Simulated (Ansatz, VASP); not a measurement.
## HfC: VASP beside Ansatz

The input INCAR:

```
ALGO = Normal ; EDIFF = 1E-6
ENCUT = 600 ; GGA = PS
GGA_COMPAT = False ; ISIF = 2
ISMEAR = 0 ; LASPH = True
LCHARG = True ; LELF = True
LREAL = False ; LVHAR = True
LWAVE = False ; NBANDS = 14
NELM = 120 ; PREC = Accurate
SIGMA = 0.1
```

Contents of KPOINTS:

```
k-points
0
Gamma
  6 6 6
```

POSCAR

```
HfC
1.0
    0.0000000000      2.3171388400      2.3171388400
    2.3171388400      0.0000000000      2.3171388400
    2.3171388400      2.3171388400      0.0000000000
Hf C
1 1
Direct
    0.0000000000      0.0000000000      0.0000000000
    0.5000000000      0.5000000000      0.5000000000
```

Input for Ansatz:

```yaml
crystal:
  lattice:
    - [0.0, 2.31713884, 2.31713884]
    - [2.31713884, 0.0, 2.31713884]
    - [2.31713884, 2.31713884, 0.0]
  atoms:
    - { symbol: Hf, position: [0.0, 0.0, 0.0] }
    - { symbol: C, position: [0.5, 0.5, 0.5] }
basis:
  ecutwfc: 420
kpoints:
  mp_grid: { grid: [6, 6, 6] }
hamiltonian:
  xc: pbesol
  pseudopotentials: { kind: paw, azcp: { folder: soft_1 } }
scf:
  occupations: { method: gaussian, width: 0.1 }
output:
  forces: true
  stress: true
  eigenvalues: true
```

Alike in both runs: task single point; functional PBEsol; k mesh 6 × 6 × 6; occupations gaussian, width 0.1 eV; no spin polarisation.

```csv
,VASP,Ansatz
version,VASP 6.6.1,Ansatz 0.2.0
potentials or method,"VASP PAW PBE potentials, release 64 (Hf_pv, C), cutoff 600 eV","scalar-relativistic, plane waves, PAW"
valence electrons in the cell,14,30
```

|  | VASP | Ansatz | Ansatz less VASP |
| --- | --- | --- | --- |
| gap on the k mesh at the Fermi level (eV) | none | none | - |
| pressure (GPa) | -4.7 | -4.1 | +0.52 |

VASP's potentials were made for PBE, not for PBEsol, and Ansatz warns of the same on its side. A gap of «none» marks a metal or a gap that the smearing closes. VASP's potentials hold 14 valence electrons a cell and Ansatz's 30, so a difference there can come from the potentials and not from the codes.

The k mesh is coarse, so the values compare programs but aren't converged. Spin-orbit coupling is off throughout.
